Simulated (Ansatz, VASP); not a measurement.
## Na in VASP and in Ansatz

```
Na
1.0
     7.02334    0.00000    0.04390
     0.00000    7.02334    0.00000
     0.04390    0.00000    7.02334
Na
1
Direct
  0.00000 0.00000 0.00000
```

Change from the starting cell: strain +0.0125 x Voigt [0, 0, 0, 0, 1, 0], atoms carried along.

Alike in both runs: task single point; functional LDA; k mesh 8 × 8 × 8; occupations gaussian, width 0.15 eV; no spin polarisation.

```csv
,VASP,Ansatz
version,VASP 6.6.1,Ansatz 0.2.0
potentials or method,"VASP PAW LDA potentials, release 64 (Na_pv), cutoff 520 eV","scalar-relativistic, plane waves, PAW"
valence electrons in the cell,7,9
```

|  | VASP | Ansatz | Ansatz less VASP |
| --- | --- | --- | --- |
| gap on the k mesh at the Fermi level (eV) | none | none | - |
| pressure (GPa) | -0.1 | -0.1 | 0.00 |

LDA's correlation is that of Perdew and Zunger in VASP and of Perdew and Wang (1992) in Ansatz. A gap of «none» marks a metal or a gap that the smearing closes. VASP's potentials hold 7 valence electrons a cell and Ansatz's 9, so a difference there can come from the potentials and not from the codes.
